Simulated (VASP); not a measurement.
Set up this calculation in VASP 6.6.1, as the native input.

```
Task                   : single point
Functional             : LDA
Potentials or basis    : VASP PAW LDA potentials, release 64 (Sn_d)
Cutoff                 : 520 eV
k mesh                 : 10 × 10 × 10
Occupations            : fermi-dirac, width 0.05 eV
Spin                   : no spin polarisation
Dipole correction      : no
Further INCAR settings : ALGO = Normal; EDIFF = 1e-07; NBANDS = 13
```

The structure of Sn lies in POSCAR:

```
Sn
1.0
   -1.8690452773      1.8690452773      1.8690452773
    1.8690452773     -1.8690452773      1.8690452773
    1.8690452773      1.8690452773     -1.8690452773
Sn
1
Direct
    0.0000000000      0.0000000000      0.0000000000
```

This cell differs from its parent crystal: volume scaled by 0.96.

The input as run:

INCAR

```
SYSTEM = Sn
PREC = Accurate
ENCUT = 520
EDIFF = 1E-7
ISMEAR = -1
SIGMA = 0.05
LREAL = .FALSE.
LASPH = .TRUE.
NELM = 80
ALGO = Normal
ISIF = 2
LWAVE = .FALSE.
LCHARG = .FALSE.
GGA = CA
NBANDS = 13
```

KPOINTS

```
regular mesh
0
G
  10 10 10
  0 0 0
```

Potentials or basis: VASP PAW LDA potentials, release 64 (Sn_d).

The run is started by

```sh
$ cat potpaw_LDA.64/Sn_d/POTCAR > POTCAR
$ mpirun -np 1 vasp_std > vasp.out
```

Results of the run:

- Pressure: -1.7 GPa
- Band gap on the k mesh: zero (band 7 reaches 16.51 eV, above the bottom of band 8 at 5.93 eV)

Caveat: spin-orbit coupling is left out, which moves the levels of the heavy elements.

It took 24 s on 1 thread of AMD EPYC 7R13, with other jobs on the host, peak memory 0.1 GiB.
